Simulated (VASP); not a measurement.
# BaZrO3 (Pm-3m) in VASP: a series of runs, part 2 of 2

VASP 6.6.1. The steps go on from the part before.

## (4) Relaxation of cell and atoms, r2SCAN, target pressure 15 GPa, at which the enthalpy is minimised

Input file POSCAR:

```
BaZrO3
1.0
    4.2051719888      0.0000000000      0.0000000000
    0.0000000000      4.2051719888      0.0000000000
    0.0000000000      0.0000000000      4.2051719888
Ba Zr O
1 1 3
Direct
    0.0000000000      0.0000000000      0.0000000000
    0.5000000000      0.5000000000      0.5000000000
    0.0000000000      0.5000000000      0.5000000000
    0.5000000000      0.0000000000      0.5000000000
    0.5000000000      0.5000000000      0.0000000000
```

Input file INCAR.step1:

```
PREC = Accurate
ENCUT = 600
ISMEAR = 0
SIGMA = 0.01
LREAL = F
LASPH = T
NELM = 60
GGA = PE
ALGO = Normal
EDIFF = 1E-4
LWAVE = T
LCHARG = F
```

Input file INCAR.step2:

```
PREC = Accurate
ENCUT = 600
EDIFF = 1E-6
ISMEAR = 0
SIGMA = 0.01
LREAL = F
LASPH = T
NELM = 60
ALGO = Normal
ISIF = 3
LWAVE = F
LCHARG = F
METAGGA = R2SCAN
LMIXTAU = T
IBRION = 2
NSW = 100
EDIFFG = -0.002
PSTRESS = 150.0
ISTART = 1
```

Input file KPOINTS:

```
Automatic mesh
0
Gamma
  6 6 6
```

Potentials or basis: VASP PAW PBE potentials, release 64 (Ba_sv, Zr_sv, O).

Run with:

```
$ cat potpaw_PBE.64/Ba_sv/POTCAR potpaw_PBE.64/Zr_sv/POTCAR potpaw_PBE.64/O/POTCAR > POTCAR
$ cp INCAR.step1 INCAR
$ mpirun -np 1 vasp_std > vasp.out
$ cp INCAR.step2 INCAR
$ mpirun -np 1 vasp_std > vasp.out
```

OUTCAR:

```text
PREC = Accurate
   ENCUT = 600
   EDIFF = 1E-6
   ISMEAR = 0
   LREAL = F
   LASPH = T
   NELM = 60
   ISIF = 3
   METAGGA = R2SCAN
   IBRION = 2
   NSW = 100
   EDIFFG = -0.002
   PSTRESS = 150.0
   ISTART = 1

 ion  position               nearest neighbor table
   1  0.000  0.000  0.000-   3 2.97   4 2.97   5 2.97   3 2.97   4 2.97   3 2.97   5 2.97   3 2.97
                             4 2.97   5 2.97   4 2.97   5 2.97   2 3.64   2 3.64   2 3.64   2 3.64
   2  0.500  0.500  0.500-   3 2.10   4 2.10   5 2.10   5 2.10   4 2.10   3 2.10   1 3.64   1 3.64
                             1 3.64   1 3.64   1 3.64   1 3.64   1 3.64   1 3.64
   3  0.000  0.500  0.500-   2 2.10   2 2.10   1 2.97   1 2.97   1 2.97   1 2.97
   4  0.500  0.000  0.500-   2 2.10   2 2.10   1 2.97   1 2.97   1 2.97   1 2.97
   5  0.500  0.500  0.000-   2 2.10   2 2.10   1 2.97   1 2.97   1 2.97   1 2.97

  LATTYP: Found a simple cubic cell.
 ALAT       =     4.2051719888

  Lattice vectors:

 A1 = (   4.2051719888,   0.0000000000,   0.0000000000)
 A2 = (   0.0000000000,   4.2051719888,   0.0000000000)
 A3 = (   0.0000000000,   0.0000000000,   4.2051719888)

Analysis of symmetry for initial positions (statically):
=====================================================================
 Subroutine PRICEL returns:
 Original cell was already a primitive cell.

 Routine SETGRP: Setting up the symmetry group for a
[... 160 lines left out ...]

--------------------------------------- Ionic step        1  -------------------------------------------

 number of electron      40.0000015 magnetization

 Free energy of the ion-electron system (eV)
  ---------------------------------------------------
  ext. energy  EPLUGINS =         0.00000000
  ---------------------------------------------------
  free energy    TOTEN  =       -85.11341598 eV

  energy without entropy =      -85.11341598  energy(sigma->0) =      -85.11341598

------------------------ aborting loop because EDIFF is reached ----------------------------------------

  FORCE on cell =-STRESS in cart. coord.  units (eV):
  Direction    XX          YY          ZZ          XY          YZ          ZX
  --------------------------------------------------------------------------------------
  -------------------------------------------------------------------------------------
  Total        0.4056396      0.4056396      0.4056396     -0.0000000     -0.0000000      0.0000000
  in kB        8.7397620      8.7397620      8.7397620     -0.0000000     -0.0000000      0.0000000
  external PRESSURE =    -141.2602380 kB  Pullay stress =     150.0000000 kB
[... 233 lines left out ...]
--------------------------------------- Ionic step        7  -------------------------------------------

 number of electron      39.9999985 magnetization

 Free energy of the ion-electron system (eV)
  ---------------------------------------------------
  ext. energy  EPLUGINS =         0.00000000
  ---------------------------------------------------
  free energy    TOTEN  =       -84.87085535 eV

  energy without entropy =      -84.87085535  energy(sigma->0) =      -84.87085535

 E-fermi :   4.0237     XC(G=0): -11.7336

 val. band max:        3.9394134458   @ k =   0.5000   0.5000   0.5000
 cond. band min:       7.7916469951   @ k =   0.0000   0.0000   0.0000
 fundamental gap:      3.8522335493
 Fermi energy:         4.0237323316

 k-point     1 :       0.0000    0.0000    0.0000
  band No.  band energies     occupation
      1     -44.1571      2.00000
      2     -21.8719      2.00000
      3     -21.6958      2.00000
      4     -21.6958      2.00000
      5     -21.6958      2.00000
      6     -13.4976      2.00000
[... 565 lines left out ...]
  energy  without entropy=      -84.8708553530  energy(sigma->0) =      -84.87085535

  enthalpy is  TOTEN    =       -78.3949099662 eV   P V=        6.4759453868

 reached required accuracy - stopping structural energy minimisation
```

OUTCAR.step1:

```text
PREC = Accurate
   ENCUT = 600
   ISMEAR = 0
   LREAL = F
[... 768 lines left out ...]
      2.10259      2.10259      2.10259         0.000000      0.000000      0.000000
      0.00000      2.10259      2.10259         0.000000      0.000000      0.000000
      2.10259      0.00000      2.10259         0.000000      0.000000      0.000000
      2.10259      2.10259      0.00000         0.000000      0.000000      0.000000
 -----------------------------------------------------------------------------------
    total drift:                                0.000000      0.000000      0.000000

  FREE ENERGIE OF THE ION-ELECTRON SYSTEM (eV)
  ---------------------------------------------------
  free  energy   TOTEN  =       -41.7139983019 eV

  energy  without entropy=      -41.7139983019  energy(sigma->0) =      -41.71399830
```

OSZICAR.step1:

```text
N       E                     dE             d eps       ncg     rms          rms(c)
DAV:   1     0.365879926894E+03    0.36588E+03   -0.24134E+04   960   0.183E+03
DAV:   2    -0.272244105991E+02   -0.39310E+03   -0.38498E+03  1296   0.420E+02
DAV:   3    -0.487929000266E+02   -0.21568E+02   -0.21548E+02  1608   0.975E+01
DAV:   4    -0.492928618571E+02   -0.49996E+00   -0.49982E+00  1320   0.124E+01
DAV:   5    -0.493095928620E+02   -0.16731E-01   -0.16730E-01  1424   0.143E+00    0.284E+01
DAV:   6    -0.417621687618E+02    0.75474E+01   -0.48011E+01  1256   0.447E+01    0.128E+01
DAV:   7    -0.417303921814E+02    0.31777E-01   -0.34272E+00  1448   0.108E+01    0.750E+00
DAV:   8    -0.417128155786E+02    0.17577E-01   -0.32092E-01  1240   0.472E+00    0.644E-01
DAV:   9    -0.417123755858E+02    0.43999E-03   -0.49828E-02  1360   0.135E+00    0.456E-01
DAV:  10    -0.417142575501E+02   -0.18820E-02   -0.14092E-02  1328   0.109E+00    0.216E-01
DAV:  11    -0.417139436322E+02    0.31392E-03   -0.17663E-03  1192   0.378E-01    0.371E-02
DAV:  12    -0.417139983019E+02   -0.54670E-04   -0.16291E-04  1008   0.103E-01
   1 F= -.41713998E+02 E0= -.41713998E+02  d E =-.632438E-14
```

Wall time 8.5 min (1 thread of Intel Xeon 6975P-C (Granite Rapids), shared host); peak memory 0.25 GiB.

Results:

| Property | Result |
| --- | --- |
| Free energy | -84.8709 eV |
| Relaxed volume | 13.83 Å³/atom |
| Relaxed cell | a = 4.105 Å, b = 4.105 Å, c = 4.105 Å, α = 90.00°, β = 90.00°, γ = 90.00° |
| Space group after relaxing (to 0.1 Å) | Pm-3m (No. 221) |
| Energy change on relaxing (the run minimises the enthalpy) | +48.5 meV/atom |
| Ionic steps | 7 |
| Pressure after relaxing | 15.0 GPa |
| Band gap on the k mesh | 3.85 eV (least direct gap 4.01 eV) |

The path:
| step | energy change (eV) | largest force (eV/Å) | pressure (GPa) | volume (Å³) |
| --- | --- | --- | --- | --- |
| 1 | 0.0000 | 0.0000 | 0.87 | 74.36 |
| 2 | 1.8107 | 0.0000 | 51.03 | 61.12 |
| 3 | 0.2254 | 0.0000 | 14.35 | 69.36 |
| 4 | 0.2412 | 0.0000 | 14.95 | 69.19 |
| 5 | 0.2507 | 0.0000 | 15.28 | 69.08 |
| 6 | 0.2311 | 0.0000 | 14.60 | 69.30 |
| 7 | 0.2426 | 0.0000 | 14.99 | 69.17 |

Final structure:
```xyz
5
Lattice="4.1049 0.0000 0.0000 0.0000 4.1049 0.0000 0.0000 0.0000 4.1049" Properties=species:S:1:pos:R:3 pbc="T T T"
Ba    0.0000    0.0000    0.0000
Zr    2.0525    2.0525    2.0525
O     0.0000    2.0525    2.0525
O     2.0525    0.0000    2.0525
O     2.0525    2.0525    0.0000
```

Levels at points of the mesh, in eV from the valence-band top:
```
           k point  band 17  band 18  band 19  band 20  band 21  band 22  band 23  band 24
(0.00, 0.00, 0.00)    -1.11    -0.16    -0.16    -0.16     3.85     3.85     3.85     5.26
(0.50, 0.00, 0.00)    -1.81    -1.81    -0.37    -0.37     4.36     6.67     6.67     7.22
(0.50, 0.50, 0.00)    -0.93    -0.93    -0.64    -0.08     6.63     6.63     7.36     7.54
(0.50, 0.50, 0.50)    -2.58     0.00     0.00     0.00     6.89     6.89     6.89     8.13
```

Caveat: the cell is relaxed towards a set pressure, so the run minimises the enthalpy, not the energy; the PAW data sets were made with another functional, which shifts forces and pressure a little; spin-orbit coupling is left out, which moves the levels of the heavy elements.

## (5) Summary

| task | potentials or basis | cell | k mesh | cutoff (eV) | smearing | gap on the mesh (eV) | pressure (GPa) |
| --- | --- | --- | --- | --- | --- | --- | --- |
| single point | VASP PAW PBE potentials, release 64 (Ba_sv, Zr_sv, O_h) | as given | 8 × 8 × 8 | 910 | fermi-dirac 0.1 eV | 3.69 | 0.8 |
| relaxation of cell and atoms | VASP PAW PBE potentials, release 64 (Ba_sv, Zr_sv, O) | relaxed to 10 GPa | 6 × 6 × 6 | 600 | gaussian 0.01 eV | 3.80 | 10.0 |
| relaxation of cell and atoms | VASP PAW PBE potentials, release 64 (Ba_sv, Zr_sv, O) | relaxed to 15 GPa | 6 × 6 × 6 | 600 | gaussian 0.01 eV | 3.85 | 15.0 |

Alike in all rows: level r2SCAN; no spin polarisation.

Caveats: the PAW data sets were made with another functional, which shifts forces and pressure a little; spin-orbit coupling is left out, which moves the levels of the heavy elements; the cell is relaxed towards a set pressure, so the run minimises the enthalpy, not the energy (at least some runs); the cutoff is under 1.25 times the usual one of these potentials, so pressure, stress and relaxed cells hold a basis-set (Pulay) error (at least some runs).

Total energies depend on the potentials used, so only differences within one code and one set of settings carry meaning.
